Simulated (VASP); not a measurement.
**KF: single point with r2SCAN**

KF:

```xyz
2
Lattice="0.0000 2.7136 2.6735 2.7136 0.0000 2.6735 2.7136 2.7136 0.0000" Properties=species:S:1:pos:R:3 pbc="T T T"
K     0.0000    0.0000    0.0000
F     2.7136    2.7136    2.6735
```

This cell differs from its parent crystal: strain +0.0150 x Voigt [1, 1, 0, 0, 0, 0].

| Quantity | Value |
| --- | --- |
| Program | VASP 6.6.1 |
| Task | single point |
| Functional | r2SCAN |
| Potentials or basis | VASP PAW PBE potentials, release 64 (K_sv, F) |
| Cutoff | 520 eV |
| k mesh | 8 × 8 × 8 |
| Occupations | gaussian, width 0.05 eV |
| Spin | no spin polarisation |
| Dipole correction | no |
| Further INCAR settings | ALGO = Normal; EDIFF = 1e-07; NBANDS = 15 |

| Property | Result |
| --- | --- |
| Pressure | -1.5 GPa |
| Band gap on the k mesh | 6.65 eV |

Stress tensor (GPa, compression positive):
```
-1.74  0.00  0.00
 0.00 -1.74  0.00
 0.00  0.00 -0.98
```

Levels at points of the mesh, in eV from the valence-band top:
```tsv
k point	band 4	band 5	band 6	band 7	band 8	band 9	band 10	band 11	band 12	band 13
(0.00, 0.00, 0.00)	-9.74	-9.73	-0.02	-0.02	0.00	6.65	11.33	11.33	11.41	13.09
(0.50, 0.00, 0.00)	-9.78	-9.76	-0.74	-0.33	-0.32	9.53	10.99	12.72	12.81	15.05
(0.50, 0.50, 0.00)	-9.93	-9.93	-0.21	-0.08	-0.08	8.68	11.04	12.24	14.44	14.92
(0.50, 0.00, 0.50)	-9.92	-9.91	-0.24	-0.08	-0.06	8.74	11.03	12.11	14.45	14.86
```

It took 2.4 min on 1 thread of AMD EPYC 7R13 Processor (Zen 3), with other jobs on the host, peak memory 0.16 GiB.

Caveat: the cell differs from its parent crystal (strain +0.0150 x Voigt [1, 1, 0, 0, 0, 0]); the PAW data sets were made with another functional, which shifts forces and pressure a little. A k mesh can miss the band edges.
